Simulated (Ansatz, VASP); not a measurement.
# One calculation of PbO2, two programs

```
Pb O
1.0
     0.00000    2.70199    2.70199
     2.70199    0.00000    2.70199
     2.70199    2.70199    0.00000
Pb O
1 2
Direct
  0.00000 0.00000 0.00000
  0.75000 0.75000 0.75000
  0.25000 0.25000 0.25000
```

Alike in both runs: functional revPBE; k mesh 9 × 9 × 9; occupations fermi-dirac, width 0.05 eV; no spin polarisation.

```csv
,VASP,Ansatz
version,VASP 6.6.1,Ansatz 0.2.0
potentials or method,"VASP PAW PBE potentials, release 64 (Pb_d, O)",Ansatz PAW
plane-wave cutoff (eV),520,420
valence electrons in the cell,26,26
task,single point,band structure
```

```csv
,VASP,Ansatz,Ansatz less VASP
gap on the k mesh at the Fermi level (eV),none,none,-
pressure (GPa),3.4,3.2,-0.20
```

VASP's potentials were made for PBE, not for revPBE. A gap of «none» marks a metal or a gap that the smearing closes.

Spin-orbit coupling is off throughout.
